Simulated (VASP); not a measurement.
# InPd (Pm-3m) in VASP: notebook

The runs below take InPd through single point, with PBEsol.

Program: VASP 6.6.1. These are calculated values, not measurements. Logs are shortened: lines on timing, memory, paths and dates and some standing lists are left out, and cuts for length are marked.

## (1) The cell of the first run

It takes space group Pm-3m (No. 221, cubic). Conventional cell: a = 3.272 Å, b = 3.272 Å, c = 3.272 Å, α = 90.00°, β = 90.00°, γ = 90.00°. Within 3.7 Å of In (site symmetry m-3m) lie 8 Pd at 2.83 Å and 6 In at 3.27 Å. Pd (site symmetry m-3m) has 8 In at 2.83 Å and 6 Pd at 3.27 Å within 3.7 Å.

## (2) Single point, PBEsol

File INCAR:

```
SYSTEM = InPd
  PREC = Accurate
  ENCUT = 500
  EDIFF = 1E-6
  ISMEAR = 1
  SIGMA = 0.1
  LREAL = .FALSE.
  LASPH = .TRUE.
  NELM = 120
  ALGO = Normal
  ISIF = 2
  LWAVE = .FALSE.
  LCHARG = .TRUE.
  GGA = PS
  LELF = .TRUE.
  LVHAR = .TRUE.
  NBANDS = 18
  GGA_COMPAT = .FALSE.
```

File KPOINTS:

```
Automatic mesh
0
G
  7 7 7
  0 0 0
```

File POSCAR:

```
InPd
1.0
    3.2718850000      0.0000000000      0.0000000000
    0.0000000000      3.2718850000      0.0000000000
    0.0000000000      0.0000000000      3.2718850000
In Pd
1 1
Direct
    0.0000000000      0.0000000000      0.0000000000
    0.5000000000      0.5000000000      0.5000000000
```

Potentials or basis: VASP PAW PBE potentials, release 64 (In_d, Pd).

On the command line:

```
cat potpaw_PBE.64/In_d/POTCAR potpaw_PBE.64/Pd/POTCAR > POTCAR
mpirun -np 1 vasp_std > vasp.out
```

OUTCAR:

```text
SYSTEM = InPd
   PREC = Accurate
   ENCUT = 500
   EDIFF = 1E-6
   ISMEAR = 1
   LREAL = .FALSE.
   LASPH = .TRUE.
   NELM = 120
   ISIF = 2
   GGA = PS

 ion  position               nearest neighbor table
   1  0.000  0.000  0.000-   2 2.83   2 2.83   2 2.83   2 2.83   2 2.83   2 2.83   2 2.83   2 2.83

   2  0.500  0.500  0.500-   1 2.83   1 2.83   1 2.83   1 2.83   1 2.83   1 2.83   1 2.83   1 2.83

  LATTYP: Found a simple cubic cell.
 ALAT       =     3.2718850000

  Lattice vectors:

 A1 = (   3.2718850000,   0.0000000000,   0.0000000000)
 A2 = (   0.0000000000,   3.2718850000,   0.0000000000)
 A3 = (   0.0000000000,   0.0000000000,   3.2718850000)

Analysis of symmetry for initial positions (statically):
=====================================================================
 Subroutine PRICEL returns:
 Original cell was already a primitive cell.

 Routine SETGRP: Setting up the symmetry group for a
 simple cubic supercell.

 Subroutine GETGRP returns: Found 48 space group operations
 (whereof 48 operations were pure point group operations)
 out of a pool of 48 trial point group operations.

The static configuration has the point symmetry O_h .

Analysis of symmetry for dynamics (positions and initial velocities):
=====================================================================
 Subroutine PRICEL returns:
 Original cell was already a primitive cell.

 Routine SETGRP: Setting up the symmetry group for a
 simple cubic supercell.

 Subroutine GETGRP returns: Found 48 space group operations
 (whereof 48 operations were pure point group operations)
 out of a pool of 48 trial point group operations.

The dynamic configuration has the point symmetry O_h .

 Subroutine INISYM returns: Found 48 space group operations
 (whereof 48 operations are pure point group operations),
 and found     1 'primitive' translations

----------------------------------------------------------------------------------------

                                     Primitive cell

  volume of cell :      35.0263

  direct lattice vectors                    reciprocal lattice vectors
     3.271885000  0.000000000  0.000000000     0.305634214  0.000000000  0.000000000
     0.000000000  3.271885000  0.000000000     0.000000000  0.305634214  0.000000000
     0.000000000  0.000000000  3.271885000     0.000000000  0.000000000  0.305634214

  length of vectors
     3.271885000  3.271885000  3.271885000     0.305634214  0.305634214  0.305634214

[... 74 lines left out ...]
   NELM   =    120;   NELMIN=  2; NELMDL= -5     # of ELM steps
   EDIFF  = 0.1E-05   stopping-criterion for ELM
   LREAL  =      F    real-space projection
   EDIFFG = 0.1E-04   stopping-criterion for IOM
   NSW    =      0    number of steps for IOM
   IBRION =     -1    ionic relax: 0-MD 1-quasi-New 2-CG
   NFREE  =      0    steps in history (QN), initial steepest desc. (CG)
   ISIF   =      2    stress and relaxation
   ISYM   =      2    0-nonsym 1-usesym 2-fastsym
   POTIM  = 0.5000    time-step for ionic-motion
   TEBEG  =    0.0;   TEEND  =   0.0 temperature during run
   PSTRESS=    0.0 pullay stress
   NELECT =      23.0000    total number of electrons
   NUPDOWN=      -1.0000    fix difference up-down
   EMIN   =  10.00;   EMAX   =-10.00  energy-range for DOS
   EFERMI =   0.00;   METHOD = LEGACY
   ISMEAR =     1;   SIGMA  =   0.10  broadening in eV -4-tet -1-fermi 0-gaus
   EFERMI_NEDOS =   21; number of points for ismear=-14 and -15
   IALGO  =     38    algorithm
   IMIX   =      4    mixing-type and parameters
     AMIX     =   0.40;   BMIX     =  1.00
     AMIX_MAG =   1.60;   BMIX_MAG =  1.00
  volume/ion in A,a.u.               =      17.51       118.18
  Fermi-wavevector in a.u.,A,eV,Ry     =   1.422938  2.688964 27.548444  2.024753
  Thomas-Fermi vector in A             =   2.543589
   LORBIT       =      0    0 simple, 1 ext, 2 COOP (PROOUT), +10 PAW based schemes
   GGA     = PS    functional components
   LHFCALC =     F    Hartree Fock is set to
   AEXX    =    0.0000 exact exchange contribution
   IVDW    =     0    specifies the selected vdW correction
   LEPSILON=     F    determine dielectric tensor
   LRPA    =     F    only Hartree local field effects (RPA)
 non-spin polarized calculation
 Methfessel and Paxton  Order N= 1 SIGMA  =   0.10
  energy-cutoff  :      500.00
  volume of cell :       35.03
 maximum number of plane-waves:       904
 NGX is ok and might be reduce to    24
   NGX = 11   NGY = 11   NGZ = 11

 number of electron      22.9999997 magnetization

 Free energy of the ion-electron system (eV)
  ---------------------------------------------------
  ext. energy  EPLUGINS =         0.00000000
  ---------------------------------------------------
  free energy    TOTEN  =       -10.00654888 eV

  energy without entropy =      -10.00544658  energy(sigma->0) =      -10.00618145

 E-fermi :  10.5343     XC(G=0): -12.4021

 val. band max:       10.4842790828   @ k =   0.4286   0.4286   0.4286
 cond. band min:      10.5778077622   @ k =   0.4286   0.2857   0.2857
 fundamental gap:      0.0935286794
 Fermi energy:        10.5343023499

 k-point     1 :       0.0000    0.0000    0.0000
  band No.  band energies     occupation
      1      -4.5180      2.00000
      2      -4.5180      2.00000
      3      -4.1033      2.00000
      4      -4.1033      2.00000
      5      -4.1033      2.00000
      6       0.2099      2.00000
[... 397 lines left out ...]
      5      -3.9198      2.00000
      6       5.1514      2.00000
[... 10 lines left out ...]
     17      15.7895      0.00000
     18      17.9371      0.00000

------------------------ aborting loop because EDIFF is reached ----------------------------------------

  FORCE on cell =-STRESS in cart. coord.  units (eV):
  Direction    XX          YY          ZZ          XY          YZ          ZX
  --------------------------------------------------------------------------------------
  -------------------------------------------------------------------------------------
  Total       -0.5146778     -0.5146778     -0.5146778      0.0000000      0.0000000     -0.0000000
  in kB      -23.5424659    -23.5424659    -23.5424659      0.0000000      0.0000000     -0.0000000
  external PRESSURE =     -23.5424659 kB  Pullay stress =       0.0000000 kB

 VOLUME and BASIS-vectors are now :
 -----------------------------------------------------------------------------
  energy-cutoff  :      500.00
  volume of cell :       35.03
      direct lattice vectors                 reciprocal lattice vectors
     3.271885000  0.000000000  0.000000000     0.305634214  0.000000000  0.000000000
     0.000000000  3.271885000  0.000000000     0.000000000  0.305634214  0.000000000
     0.000000000  0.000000000  3.271885000     0.000000000  0.000000000  0.305634214

 POSITION                                       TOTAL-FORCE (eV/Angst)
 -----------------------------------------------------------------------------------
      0.00000      0.00000      0.00000         0.000000      0.000000      0.000000
      1.63594      1.63594      1.63594         0.000000      0.000000      0.000000
 -----------------------------------------------------------------------------------
    total drift:                                0.000000      0.000000     -0.000000

  FREE ENERGIE OF THE ION-ELECTRON SYSTEM (eV)
  ---------------------------------------------------
  free  energy   TOTEN  =       -10.0065488847 eV

  energy  without entropy=      -10.0054465815  energy(sigma->0) =      -10.00618145
```

stdout:

```text
POSCAR found type information on POSCAR InPd
 POSCAR found :  2 types and       2 ions
 scaLAPACK will be used
 -----------------------------------------------------------------------------
|                                                                             |
|                                                                             |
|     You enforced a specific xc type in the INCAR file but a different       |
|     I HOPE YOU KNOW WHAT YOU ARE DOING!                                     |
|                                                                             |
 -----------------------------------------------------------------------------

 LDA part: xc-table for (Slater+PW92), standard interpolation
 POSCAR, INCAR and KPOINTS ok, starting setup
 FFT: planning ... GRIDC
 FFT: planning ... GRID_SOFT
 FFT: planning ... GRID
 WAVECAR not read
 entering main loop
```

Wall time 5.4 s (1 thread of AMD EPYC 9R45 (Zen 5), shared host); peak memory 0.11 GiB.

What came out:

```
Free energy : -10.0065 eV
Pressure    : -2.4 GPa
```

Levels at points of the mesh, in eV from the Fermi level:
```csv
k point,band 7,band 8,band 9,band 10,band 11,band 12,band 13,band 14,band 15,band 16
"(0.00, 0.00, 0.00)",-4.05,-4.05,-2.50,-2.50,-2.50,3.96,3.96,3.96,9.15,10.37
```

Caveat: the PAW data sets were made with another functional, which shifts forces and pressure a little; spin-orbit coupling is left out, which moves the levels of the heavy elements.

## (3) Single point, PBEsol, non-collinear spin, zero start, spin-orbit coupling

File INCAR:

```
ALGO = Normal
EDIFF = 1E-6
ENCUT = 500
GGA = PS
GGA_COMPAT = False
ISIF = 2
ISMEAR = 1
LASPH = True
LCHARG = False
LMAXMIX = 4
LORBIT = 11
LORBMOM = True
LREAL = False
LSORBIT = True
LWAVE = False
MAGMOM = 0 0 0 0 0 0
NBANDS = 35
NELM = 200
PREC = Accurate
SIGMA = 0.1
```

File KPOINTS:

```
k-points
0
Gamma
  7 7 7
```

POSCAR is that of step 2.

Potentials or basis: VASP PAW PBE potentials, release 64 (In_d, Pd).

On the command line:

```
cat potpaw_PBE.64/In_d/POTCAR potpaw_PBE.64/Pd/POTCAR > POTCAR
mpirun -np 1 vasp_ncl > vasp.out
```

OUTCAR:

```text
EDIFF = 1E-6
   ENCUT = 500
   GGA = PS
   ISIF = 2
   ISMEAR = 1
   LASPH = True
   LORBIT = 11
   LREAL = False
   LSORBIT = True
   NELM = 200
   PREC = Accurate

 ion  position               nearest neighbor table
   1  0.000  0.000  0.000-   2 2.83   2 2.83   2 2.83   2 2.83   2 2.83   2 2.83   2 2.83   2 2.83

   2  0.500  0.500  0.500-   1 2.83   1 2.83   1 2.83   1 2.83   1 2.83   1 2.83   1 2.83   1 2.83

  LATTYP: Found a simple cubic cell.
 ALAT       =     3.2718850000

  Lattice vectors:

 A1 = (   3.2718850000,   0.0000000000,   0.0000000000)
 A2 = (   0.0000000000,   3.2718850000,   0.0000000000)
 A3 = (   0.0000000000,   0.0000000000,   3.2718850000)

Analysis of symmetry for initial positions (statically):
=====================================================================
 Subroutine PRICEL returns:
 Original cell was already a primitive cell.

 Routine SETGRP: Setting up the symmetry group for a
 simple cubic supercell.

 Subroutine GETGRP returns: Found 48 space group operations
 (whereof 48 operations were pure point group operations)
[... 1020 lines left out ...]
     0.0000000     0.0000000     0.0000000     0.0000000     0.0000000     0.0000000     0.0000000
     0.0000000     0.0000000     0.0000000     0.0000000     0.0000000     0.0000000     0.0000000
     0.0000000     0.0000000     0.0000000     0.0000000     0.0000000     0.0000000     0.0000000
     0.0000000     0.0000000     0.0000000     0.0000000     0.0000000     0.0000000     0.0000000
     0.0000000     0.0000000     0.0000000     0.0000000     0.0000000     0.0000000     0.0000000
     0.0000000     0.0000000     0.0000000     0.0000000     0.0000000     0.0000000     0.0000000

 Ion:    2  E_soc:     -0.0629043
 l=   1
     0.0000000    -0.0018123    -0.0018123
    -0.0018123     0.0000000    -0.0018123
    -0.0018123    -0.0018123     0.0000000
 l=   2
     0.0000000    -0.0015515     0.0000000    -0.0015515    -0.0071202
    -0.0015515     0.0000000    -0.0053401    -0.0015515    -0.0017800
     0.0000000    -0.0053401     0.0000000    -0.0053401     0.0000000
    -0.0015515    -0.0015515    -0.0053401     0.0000000    -0.0017800
    -0.0071202    -0.0017800     0.0000000    -0.0017800     0.0000000
 l=   3
     0.0000000     0.0000000     0.0000000     0.0000000     0.0000000     0.0000000     0.0000000
     0.0000000     0.0000000     0.0000000     0.0000000     0.0000000     0.0000000     0.0000000
     0.0000000     0.0000000     0.0000000     0.0000000     0.0000000     0.0000000     0.0000000
     0.0000000     0.0000000     0.0000000     0.0000000     0.0000000     0.0000000     0.0000000
     0.0000000     0.0000000     0.0000000     0.0000000     0.0000000     0.0000000     0.0000000
     0.0000000     0.0000000     0.0000000     0.0000000     0.0000000     0.0000000     0.0000000
     0.0000000     0.0000000     0.0000000     0.0000000     0.0000000     0.0000000     0.0000000

 total charge

# of ion       s       p       d       tot
------------------------------------------
    1        0.820   0.733   9.900  11.454
    2        0.414   0.419   8.637   9.471
--------------------------------------------------
tot          1.234   1.153  18.538  20.924

 magnetization (x)

# of ion       s       p       d       tot
------------------------------------------
    1        0.000  -0.000   0.000   0.000
    2        0.000  -0.000  -0.000  -0.000
--------------------------------------------------
tot          0.000  -0.000  -0.000  -0.000

 magnetization (y)

# of ion       s       p       d       tot
------------------------------------------
    1        0.000   0.000   0.000   0.000
    2        0.000  -0.000  -0.000  -0.000
--------------------------------------------------
tot          0.000   0.000  -0.000  -0.000

 magnetization (z)

# of ion       s       p       d       tot
------------------------------------------
    1        0.000  -0.000  -0.000  -0.000
    2        0.000  -0.000  -0.000  -0.000
--------------------------------------------------
tot          0.000  -0.000  -0.000  -0.000
```

stdout:

```text
POSCAR found type information on POSCAR InPd
 POSCAR found :  2 types and       2 ions
 scaLAPACK will be used
 -----------------------------------------------------------------------------
|                                                                             |
|                                                                             |
|     You enforced a specific xc type in the INCAR file but a different       |
|     I HOPE YOU KNOW WHAT YOU ARE DOING!                                     |
|                                                                             |
 -----------------------------------------------------------------------------

 LDA part: xc-table for (Slater+PW92), standard interpolation
 POSCAR, INCAR and KPOINTS ok, starting setup
 FFT: planning ... GRIDC
 FFT: planning ... GRID_SOFT
 FFT: planning ... GRID
 WAVECAR not read
 entering main loop
```

Run time: 21 s. Hardware: 1 thread of AMD EPYC 9R45 (Zen 5), shared host; peak memory 0.18 GiB.

Results:

```
Free energy                                           : -10.0735 eV
Pressure                                              : -2.4 GPa
Net moment                                            : 0.00 μB per cell
Valence electrons inside the program's atomic spheres : In 11.45; Pd 9.47
```

Moments on the atoms (μB; x, y, z):
```
In  0.00 0.00 0.00
Pd  0.00 0.00 0.00
```

Caveat: the PAW data sets were made with another functional, which shifts forces and pressure a little.
